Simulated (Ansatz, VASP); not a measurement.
## One calculation of GaSi3S2, two programs

```
CELL_PARAMETERS angstrom
8.13063 0.00000 0.00000
-4.06531 7.04133 0.00000
0.00000 0.00000 2.49271
ATOMIC_POSITIONS crystal
Ga 0.00000 0.00000 0.00000
Si 0.50000 0.00000 0.50000
Si 0.00000 0.50000 0.50000
Si 0.50000 0.50000 0.50000
S 0.33333 0.66667 0.50000
S 0.66667 0.33333 0.50000
```

Alike in both runs: functional PBE; k mesh 6 × 6 × 4; occupations gaussian, width 0.1 eV; no spin polarisation.

Ansatz relaxed the structure, and its values are those at the end. VASP's run is a single point on that final structure, the one shown.

```csv
,VASP,Ansatz
version,VASP 6.6.1,Ansatz 0.2.0
potentials or method,"VASP PAW PBE potentials, release 64 (Ga_d, Si, S), cutoff 520 eV","scalar-relativistic, plane waves, PAW"
valence electrons in the cell,37,37
```

VASP gave:

| Quantity | Value |
| --- | --- |
| gap on the k mesh at the Fermi level (eV) | none |
| pressure (GPa) | 0.0 |

Q: What did Ansatz give for the same quantities?

A: gap on the k mesh at the Fermi level (eV): none; pressure (GPa): 0.1.

A gap of «none» marks a metal or a gap that the smearing closes.

The k mesh is coarse, so the values compare programs but aren't converged.
